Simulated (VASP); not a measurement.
A run of VASP 6.6.1:

The input INCAR:

```
SYSTEM = W
PREC = Accurate ; ENCUT = 600
EDIFF = 1E-6 ; ISMEAR = -1
SIGMA = 0.05 ; LREAL = .FALSE.
LASPH = .TRUE. ; NELM = 100
ALGO = Normal ; ISIF = 3
LWAVE = .FALSE. ; LCHARG = .FALSE.
GGA = PE ; IBRION = 2
NSW = 60 ; EDIFFG = -0.02
```

File KPOINTS:

```
regular mesh
0
G
  20 20 20
  0 0 0
```

POSCAR

```
W
1.0
   -1.5919044547      1.5919044547      1.5919044547
    1.5919044547     -1.5919044547      1.5919044547
    1.5919044547      1.5919044547     -1.5919044547
W
1
Direct
    0.0000000000      0.0000000000      0.0000000000
```

Potentials or basis: VASP PAW PBE potentials, release 64 (W_sv).

Command:

```sh
$ cat potpaw_PBE.64/W_sv/POTCAR > POTCAR
$ mpirun -np 1 vasp_std > vasp.out
```

Hardware: 1 thread of Intel(R) Xeon(R) 6975P-C (Granite Rapids) (shared host).

Task: Estimate the wall time of this run.

Result: Wall time 49 s on 1 thread of Intel(R) Xeon(R) 6975P-C (Granite Rapids) (shared host), peak memory 0.18 GiB. Counts: scf iterations 21, k points 256, ion steps 3.
